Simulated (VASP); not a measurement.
# InP (Fm-3m) in VASP: a series of runs

Runs on InP. Level: PBE. Tasks: single point.

Everything below comes from runs of VASP 6.6.1. Logs are shortened: lines on timing, memory, paths and dates and some standing lists are left out, and cuts for length are marked.

## (1) The cell of the first run

Symmetry: Fm-3m, No. 225, cubic system. Conventional cell: a = 5.540 Å, b = 5.540 Å, c = 5.540 Å, α = 90.00°, β = 90.00°, γ = 90.00°. Within 3.7 Å of In (site symmetry m-3m) lie 6 P at 2.77 Å. Within 3.7 Å of P (site symmetry m-3m) lie 6 In at 2.77 Å.

## (2) Single point, PBE

File INCAR:

```
PREC = Accurate
ENCUT = 520
EDIFF = 1E-7
ISMEAR = 0
SIGMA = 0.1
LREAL = F
LASPH = T
NELM = 100
ALGO = Normal
ISIF = 2
LWAVE = F
LCHARG = T
GGA = PE
LELF = T
LVHAR = T
NBANDS = 16
```

File KPOINTS:

```
regular mesh
0
Gamma
  14 14 14
```

File POSCAR:

```
InP
1.0
    0.0000000000      2.7701982124      2.7701982124
    2.7701982124      0.0000000000      2.7701982124
    2.7701982124      2.7701982124      0.0000000000
In P
1 1
Direct
    0.0000000000      0.0000000000      0.0000000000
    0.5000000000      0.5000000000      0.5000000000
```

Potentials or basis: VASP PAW PBE potentials, release 64 (In_d, P).

The run is started by

```bash
> cat potpaw_PBE.64/In_d/POTCAR potpaw_PBE.64/P/POTCAR > POTCAR
> mpirun -np 1 vasp_std > vasp.out
```

OUTCAR:

```text
PREC = Accurate
   ENCUT = 520
   EDIFF = 1E-7
   ISMEAR = 0
   LREAL = F
   LASPH = T
   NELM = 100
   ISIF = 2
   GGA = PE

 ion  position               nearest neighbor table
   1  0.000  0.000  0.000-   2 2.77   2 2.77   2 2.77   2 2.77   2 2.77   2 2.77
   2  0.500  0.500  0.500-   1 2.77   1 2.77   1 2.77   1 2.77   1 2.77   1 2.77

  LATTYP: Found a face centered cubic cell.
 ALAT       =     5.5403964248

  Lattice vectors:

 A1 = (   0.0000000000,   2.7701982124,   2.7701982124)
 A2 = (   2.7701982124,   0.0000000000,   2.7701982124)
 A3 = (   2.7701982124,   2.7701982124,   0.0000000000)

Analysis of symmetry for initial positions (statically):
=====================================================================
 Subroutine PRICEL returns:
 Original cell was already a primitive cell.

 Routine SETGRP: Setting up the symmetry group for a
 face centered cubic supercell.

 Subroutine GETGRP returns: Found 48 space group operations
 (whereof 48 operations were pure point group operations)
 out of a pool of 48 trial point group operations.

The static configuration has the point symmetry O_h .

Analysis of symmetry for dynamics (positions and initial velocities):
=====================================================================
 Subroutine PRICEL returns:
 Original cell was already a primitive cell.

 Routine SETGRP: Setting up the symmetry group for a
 face centered cubic supercell.

 Subroutine GETGRP returns: Found 48 space group operations
 (whereof 48 operations were pure point group operations)
 out of a pool of 48 trial point group operations.

The dynamic configuration has the point symmetry O_h .

 Subroutine INISYM returns: Found 48 space group operations
 (whereof 48 operations are pure point group operations),
 and found     1 'primitive' translations

----------------------------------------------------------------------------------------

                                     Primitive cell

  volume of cell :      42.5170

  direct lattice vectors                    reciprocal lattice vectors
     0.000000000  2.770198212  2.770198212    -0.180492500  0.180492500  0.180492500
     2.770198212  0.000000000  2.770198212     0.180492500 -0.180492500  0.180492500
     2.770198212  2.770198212  0.000000000     0.180492500  0.180492500 -0.180492500

  length of vectors
     3.917651882  3.917651882  3.917651882     0.312622180  0.312622180  0.312622180

  position of ions in fractional coordinates (direct lattice)
     0.000000000  0.000000000  0.000000000
     0.500000000  0.500000000  0.500000000

  ion indices of the primitive-cell ions
   primitive index   ion index
                 1           1
                 2           2

----------------------------------------------------------------------------------------

 KPOINTS: regular mesh

Automatic generation of k-mesh.
 Grid dimensions read from file:
 generate k-points for:   14   14   14

 Generating k-lattice:

  Cartesian coordinates                     Fractional coordinates (reciprocal lattice)
    -0.012892321  0.012892321  0.012892321     0.071428571  0.000000000  0.000000000
     0.012892321 -0.012892321  0.012892321     0.000000000  0.071428571  0.000000000
     0.012892321  0.012892321 -0.012892321     0.000000000  0.000000000  0.071428571

  Length of vectors
     0.022330156  0.022330156  0.022330156

  Shift w.r.t. Gamma in fractional coordinates (k-lattice)
     0.000000000  0.000000000  0.000000000

 Subroutine IBZKPT returns following result:
 ===========================================

 Found    104 irreducible k-points:

 Following reciprocal coordinates:
            Coordinates               Weight
  0.000000  0.000000  0.000000      1.000000
  0.071429  0.000000  0.000000      8.000000
  0.142857  0.000000  0.000000      8.000000
  0.214286  0.000000  0.000000      8.000000
  0.285714  0.000000  0.000000      8.000000
  0.357143  0.000000  0.000000      8.000000
[... 16 lines left out ...]
  0.214286  0.142857  0.000000     24.000000
  0.285714  0.142857  0.000000     24.000000
 [... further k-points ...]
   k-points           NKPTS =    104   k-points in BZ     NKDIM =    104   number of bands    NBANDS=     16
   number of dos      NEDOS =    301   number of ions     NIONS =      2
   total plane-waves  NPLWV =  27000
   dimension x,y,z NGX =    30 NGY =   30 NGZ =   30
   dimension x,y,z NGXF=    60 NGYF=   60 NGZF=   60
   ions per type =               1   1
   NGX,Y,Z   is equivalent  to a cutoff of  12.73, 12.73, 12.73 a.u.
   NGXF,Y,Z  is equivalent  to a cutoff of  25.46, 25.46, 25.46 a.u.
 SYSTEM =  unknown system
   PREC   = accura    normal or accurate (medium, high low for compatibility)
   ISTART =      0    job   : 0-new  1-cont  2-samecut
   ICHARG =      2    charge: 1-file 2-atom 10-const
   ISPIN  =      1    spin polarized calculation?
   LNONCOLLINEAR =      F non collinear calculations
   LSORBIT =      F    spin-orbit coupling
   LASPH  =      T    aspherical Exc in radial PAW
   ENCUT  =  520.0 eV  38.22 Ry    6.18 a.u.   7.28  7.28  7.28*2*pi/ulx,y,z
   NELM   =    100;   NELMIN=  2; NELMDL= -5     # of ELM steps
   EDIFF  = 0.1E-06   stopping-criterion for ELM
   LREAL  =      F    real-space projection
   EDIFFG = 0.1E-05   stopping-criterion for IOM
   NSW    =      0    number of steps for IOM
   IBRION =     -1    ionic relax: 0-MD 1-quasi-New 2-CG
   NFREE  =      0    steps in history (QN), initial steepest desc. (CG)
   ISIF   =      2    stress and relaxation
   ISYM   =      2    0-nonsym 1-usesym 2-fastsym
   POTIM  = 0.5000    time-step for ionic-motion
   TEBEG  =    0.0;   TEEND  =   0.0 temperature during run
   PSTRESS=    0.0 pullay stress
   NELECT =      18.0000    total number of electrons
   NUPDOWN=      -1.0000    fix difference up-down
   EMIN   =  10.00;   EMAX   =-10.00  energy-range for DOS
   EFERMI =   0.00;   METHOD = LEGACY
   ISMEAR =     0;   SIGMA  =   0.10  broadening in eV -4-tet -1-fermi 0-gaus
   EFERMI_NEDOS =   21; number of points for ismear=-14 and -15
   IALGO  =     38    algorithm
   IMIX   =      4    mixing-type and parameters
     AMIX     =   0.40;   BMIX     =  1.00
     AMIX_MAG =   1.60;   BMIX_MAG =  1.00
  volume/ion in A,a.u.               =      21.26       143.46
  Fermi-wavevector in a.u.,A,eV,Ry     =   1.229263  2.322970 20.559595  1.511088
  Thomas-Fermi vector in A             =   2.364157
   LORBIT       =      0    0 simple, 1 ext, 2 COOP (PROOUT), +10 PAW based schemes
   GGA     = PE    functional components
   LHFCALC =     F    Hartree Fock is set to
   AEXX    =    0.0000 exact exchange contribution
   IVDW    =     0    specifies the selected vdW correction
   LEPSILON=     F    determine dielectric tensor
   LRPA    =     F    only Hartree local field effects (RPA)
 non-spin polarized calculation
 Gauss-broadening in eV      SIGMA  =   0.10
  energy-cutoff  :      520.00
  volume of cell :       42.52
 maximum number of plane-waves:      1163
 NGX is ok and might be reduce to    30
   NGX = 15   NGY = 15   NGZ = 15

 number of electron      18.0000009 magnetization

 Free energy of the ion-electron system (eV)
  ---------------------------------------------------
  ext. energy  EPLUGINS =         0.00000000
  ---------------------------------------------------
  free energy    TOTEN  =        -7.91801530 eV

  energy without entropy =       -7.91148993  energy(sigma->0) =       -7.91475262

 E-fermi :   6.9821     XC(G=0): -10.3898

 val. band max:        6.9701549408   @ k =   0.5000   0.3571   0.0714
 cond. band min:       6.9906759895   @ k =  -0.3571   0.1429   0.0000
 fundamental gap:      0.0205210487
 Fermi energy:         6.9820881655

 k-point     1 :       0.0000    0.0000    0.0000
  band No.  band energies     occupation
      1      -7.1892      2.00000
      2      -7.1892      2.00000
      3      -7.1694      2.00000
      4      -7.1694      2.00000
      5      -7.1694      2.00000
      6      -4.9830      2.00000
[... 8 lines left out ...]
     15      15.4895      0.00000
     16      15.4895      0.00000

 k-point     2 :       0.0714    0.0000    0.0000
  band No.  band energies     occupation
      1      -7.1915      2.00000
      2      -7.1915      2.00000
      3      -7.1695      2.00000
      4      -7.1662      2.00000
      5      -7.1662      2.00000
      6      -4.9195      2.00000
[... 8 lines left out ...]
     15      14.9386      0.00000
     16      15.4948      0.00000

 k-point     3 :       0.1429    0.0000    0.0000
  band No.  band energies     occupation
      1      -7.1993      2.00000
      2      -7.1993      2.00000
      3      -7.1701      2.00000
      4      -7.1557      2.00000
      5      -7.1557      2.00000
      6      -4.7308      2.00000
[... 8 lines left out ...]
     15      14.8907      0.00000
     16      15.3453      0.00000

 k-point     4 :       0.2143    0.0000    0.0000
  band No.  band energies     occupation
      1      -7.2117      2.00000
      2      -7.2117      2.00000
      3      -7.1716      2.00000
      4      -7.1393      2.00000
      5      -7.1393      2.00000
      6      -4.4238      2.00000
[... 8 lines left out ...]
     15      15.3901      0.00000
     16      15.3901      0.00000

 k-point     5 :       0.2857    0.0000    0.0000
  band No.  band energies     occupation
      1      -7.2258      2.00000
      2      -7.2258      2.00000
      3      -7.1742      2.00000
      4      -7.1206      2.00000
      5      -7.1206      2.00000
      6      -4.0153      2.00000
[... 8 lines left out ...]
     15      16.1162      0.00000
     16      16.1162      0.00000

 k-point     6 :       0.3571    0.0000    0.0000
  band No.  band energies     occupation
      1      -7.2386      2.00000
      2      -7.2386      2.00000
      3      -7.1770      2.00000
      4      -7.1035      2.00000
      5      -7.1035      2.00000
      6      -3.5457      2.00000
[... 8 lines left out ...]
     15      16.9825      0.00000
     16      16.9825      0.00000

 k-point     7 :       0.4286    0.0000    0.0000
  band No.  band energies     occupation
      1      -7.2475      2.00000
      2      -7.2475      2.00000
      3      -7.1792      2.00000
      4      -7.0917      2.00000
      5      -7.0917      2.00000
      6      -3.1123      2.00000
[... 8 lines left out ...]
     15      17.8497      0.00000
     16      17.8497      0.00000

 k-point     8 :       0.5000    0.0000    0.0000
  band No.  band energies     occupation
      1      -7.2506      2.00000
      2      -7.2506      2.00000
      3      -7.1800      2.00000
      4      -7.0874      2.00000
      5      -7.0874      2.00000
      6      -2.9168      2.00000
[... 8 lines left out ...]
     15      18.2962      0.00000
     16      18.2962      0.00000

 k-point     9 :       0.0714    0.0714    0.0000
  band No.  band energies     occupation
      1      -7.1973      2.00000
      2      -7.1869      2.00000
      3      -7.1720      2.00000
      4      -7.1643      2.00000
      5      -7.1643      2.00000
      6      -4.8975      2.00000
[... 8 lines left out ...]
     15      15.9264      0.00000
     16      15.9264      0.00000
[... 172 lines left out ...]
 k-point    19 :      -0.2143    0.0714    0.0000
  band No.  band energies     occupation
      1      -7.2214      2.00000
      2      -7.2158      2.00000
      3      -7.1717      2.00000
      4      -7.1381      2.00000
      5      -7.1272      2.00000
      6      -4.2377      2.00000
[... 8 lines left out ...]
     15      15.6862      0.00000
     16      16.5912      0.00000

 k-point    20 :      -0.1429    0.0714    0.0000
  band No.  band energies     occupation
      1      -7.2088      2.00000
      2      -7.2016      2.00000
      3      -7.1711      2.00000
      4      -7.1535      2.00000
      5      -7.1437      2.00000
      6      -4.5828      2.00000
[... 8 lines left out ...]
     15      15.8310      0.00000
     16      15.9084      0.00000

 k-point    21 :      -0.0714    0.0714    0.0000
  band No.  band energies     occupation
      1      -7.1985      2.00000
      2      -7.1927      2.00000
      3      -7.1705      2.00000
      4      -7.1631      2.00000
      5      -7.1577      2.00000
      6      -4.8135      2.00000
[... 8 lines left out ...]
     15      15.3601      0.00000
     16      15.9256      0.00000

 k-point    22 :       0.1429    0.1429    0.0000
  band No.  band energies     occupation
      1      -7.2260      2.00000
      2      -7.1804      2.00000
      3      -7.1796      2.00000
      4      -7.1497      2.00000
      5      -7.1497      2.00000
      6      -4.6354      2.00000
[... 8 lines left out ...]
     15      16.9400      0.00000
     16      16.9400      0.00000

 k-point    23 :       0.2143    0.1429    0.0000
  band No.  band energies     occupation
      1      -7.2477      2.00000
      2      -7.1826      2.00000
      3      -7.1819      2.00000
      4      -7.1400      2.00000
      5      -7.1356      2.00000
      6      -4.3975      2.00000
[... 8 lines left out ...]
     15      16.7841      0.00000
     16      17.1695      0.00000

 k-point    24 :       0.2857    0.1429    0.0000
  band No.  band energies     occupation
      1      -7.2684      2.00000
      2      -7.1913      2.00000
      3      -7.1819      2.00000
      4      -7.1303      2.00000
      5      -7.1168      2.00000
      6      -4.0468      2.00000
[... 8 lines left out ...]
     15      17.1260      0.00000
     16      17.2860      0.00000

 [... further k-points ...]

------------------------ aborting loop because EDIFF is reached ----------------------------------------

  FORCE on cell =-STRESS in cart. coord.  units (eV):
  Direction    XX          YY          ZZ          XY          YZ          ZX
  --------------------------------------------------------------------------------------
  -------------------------------------------------------------------------------------
  Total       -0.0083640     -0.0083640     -0.0083640     -0.0000000      0.0000000     -0.0000000
  in kB       -0.3151822     -0.3151822     -0.3151822     -0.0000000      0.0000000     -0.0000000
  external PRESSURE =      -0.3151822 kB  Pullay stress =       0.0000000 kB

 VOLUME and BASIS-vectors are now :
 -----------------------------------------------------------------------------
  energy-cutoff  :      520.00
  volume of cell :       42.52
      direct lattice vectors                 reciprocal lattice vectors
     0.000000000  2.770198212  2.770198212    -0.180492500  0.180492500  0.180492500
     2.770198212  0.000000000  2.770198212     0.180492500 -0.180492500  0.180492500
     2.770198212  2.770198212  0.000000000     0.180492500  0.180492500 -0.180492500

 POSITION                                       TOTAL-FORCE (eV/Angst)
 -----------------------------------------------------------------------------------
      0.00000      0.00000      0.00000         0.000000      0.000000      0.000000
      2.77020      2.77020      2.77020        -0.000000     -0.000000     -0.000000
 -----------------------------------------------------------------------------------
    total drift:                               -0.000000      0.000000      0.000000

  FREE ENERGIE OF THE ION-ELECTRON SYSTEM (eV)
  ---------------------------------------------------
  free  energy   TOTEN  =        -7.9180152993 eV

  energy  without entropy=       -7.9114899332  energy(sigma->0) =       -7.91475262
```

Run time: 1.8 min. Hardware: 1 thread of Intel Xeon Platinum 8259CL at 2.50GHz (Skylake/Cascade Lake), shared host; peak memory 0.21 GiB.

Results:

```yaml
Free_energy: -7.9180 eV
Pressure: 0.0 GPa
Band_gap_on_the_k_mesh: zero (band 9 reaches 7.32 eV, above the bottom of band 10 at 4.69 eV)
```

Levels at points of the mesh, in eV from the Fermi level:
| k point | band 5 | band 6 | band 7 | band 8 | band 9 | band 10 | band 11 | band 12 | band 13 | band 14 |
| --- | --- | --- | --- | --- | --- | --- | --- | --- | --- | --- |
| (0.00, 0.00, 0.00) | -14.15 | -11.97 | -0.25 | -0.25 | -0.25 | 0.55 | 7.14 | 7.14 | 7.14 | 8.51 |
| (0.50, 0.00, 0.00) | -14.07 | -9.90 | -6.58 | 0.18 | 0.18 | 2.53 | 3.45 | 3.45 | 5.22 | 11.14 |
| (0.50, 0.50, 0.00) | -14.04 | -8.80 | -4.90 | -2.46 | -2.29 | -2.29 | 3.88 | 9.89 | 9.89 | 10.19 |

Caveat: spin-orbit coupling is left out, which moves the levels of the heavy elements.

## (3) Single point, PBE

File INCAR:

```
SYSTEM = InP
PREC = Accurate
ENCUT = 520
EDIFF = 1E-6
ISMEAR = 0
SIGMA = 0.15
LREAL = .False.
LASPH = .True.
NELM = 60
ALGO = Normal
ISIF = 2
LWAVE = .False.
LCHARG = .False.
GGA = PE
NBANDS = 16
```

File KPOINTS:

```
regular mesh
0
Gamma
  14 14 14
  0 0 0
```

POSCAR is that of step 2.

Potentials or basis: VASP PAW PBE potentials, release 64 (In_d, P).

The run is started by

```bash
> cat potpaw_PBE.64/In_d/POTCAR potpaw_PBE.64/P/POTCAR > POTCAR
> mpirun -np 1 vasp_std > vasp.out
```

Run time: 1.8 min. Hardware: 1 thread of Intel Xeon Platinum 8259CL at 2.50GHz (Skylake/Cascade Lake), shared host; peak memory 0.21 GiB.

Results (log left out):

| Property | Result |
| --- | --- |
| Free energy | -7.9219 eV |
| Pressure | 0.0 GPa |
| Band gap on the k mesh | zero (band 9 reaches 7.32 eV, above the bottom of band 10 at 4.69 eV) |

Levels at points of the mesh, in eV from the Fermi level:
| k point | band 6 | band 7 | band 8 | band 9 | band 10 | band 11 | band 12 | band 13 |
| --- | --- | --- | --- | --- | --- | --- | --- | --- |
| (0.00, 0.00, 0.00) | -11.98 | -0.26 | -0.26 | -0.26 | 0.54 | 7.12 | 7.12 | 7.12 |
| (0.50, 0.00, 0.00) | -9.91 | -6.60 | 0.16 | 0.16 | 2.51 | 3.44 | 3.44 | 5.21 |
| (0.50, 0.50, 0.00) | -8.81 | -4.91 | -2.48 | -2.30 | -2.30 | 3.87 | 9.88 | 9.88 |

Caveat: spin-orbit coupling is left out, which moves the levels of the heavy elements.
